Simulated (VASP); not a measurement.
Runs of VASP 6.6.1 on Cs4Br. The structure is that of space group Pm-3m (No. 221), or close to it. The cells are those of the table. 

| task | cell | k mesh | cutoff (eV) | k mesh for the DOS | occupations for the DOS | gap on the mesh (eV) | pressure (GPa) |
| --- | --- | --- | --- | --- | --- | --- | --- |
| single point | a = 7.516 Å, 5 atoms | 4 × 4 × 4 | 520 | - | - | none | 0.1 |
| relaxation of cell and atoms | relaxed from a = 7.516 Å, 5 atoms | 6 × 6 × 6 | 600 | - | - | none | 0.0 |
| single point | a = 7.558 Å, 5 atoms | 6 × 6 × 6 | 520 | - | - | none | 0.0 |
| single point | a = 5.539 Å, 5 atoms | 4 × 4 × 4 | 520 | - | - | none | (a) |

Alike in all rows: level PBE; potentials or basis VASP PAW PBE potentials, release 64 (Cs_sv, Br); no spin polarisation; smearing gaussian 0.1 eV.

Q: Estimate the missing entries.

A: (a) 23.5.

Caveats: spin-orbit coupling is left out, which moves the levels of the heavy elements; an odd number of electrons without spin polarisation forces a metal; a magnetic or distorted state may lie lower.

A k mesh can miss the band edges, and the runs leave out spin-orbit coupling on Br, Cs.

A gap of «none» marks levels without a gap at the run's occupations.
